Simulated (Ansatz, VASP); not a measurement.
## Two plane-wave programs on ZnSe3

```
Zn Se
1.0
     0.00000    3.40690    3.40690
     3.40690    0.00000    3.40690
     3.40690    3.40690    0.00000
Zn Se
1 3
Cartesian
  3.4069 3.4069 3.4069
  0.0000 0.0000 0.0000
  1.7034 1.7034 1.7034
  5.1103 5.1103 5.1103
```

Change from the starting cell: species swapped into the Mg3Al type (Fm-3m, No. 225).

Alike in both runs: functional PBE; k mesh 12 × 12 × 12; occupations gaussian, width 0.1 eV; no spin polarisation.

Ansatz relaxed the structure, and its values are those at the end. VASP's run is a single point on that final structure, the one shown.

```csv
,VASP,Ansatz
version,VASP 6.6.1,Ansatz 0.2.0
potentials or method,"VASP PAW PBE potentials, release 64 (Zn, Se), cutoff 500 eV","scalar-relativistic, plane waves, PAW"
valence electrons in the cell,30,60
```

```tsv
	VASP	Ansatz	Ansatz less VASP
gap on the k mesh at the Fermi level (eV)	none	none	-
pressure (GPa)	0.0	0.0	-0.05
```

A gap of «none» marks a metal or a gap that the smearing closes. With one functional, cell and mesh, what is left measures potentials, basis and numerics. VASP's potentials hold 30 valence electrons a cell and Ansatz's 60, so a difference there can come from the potentials and not from the codes.
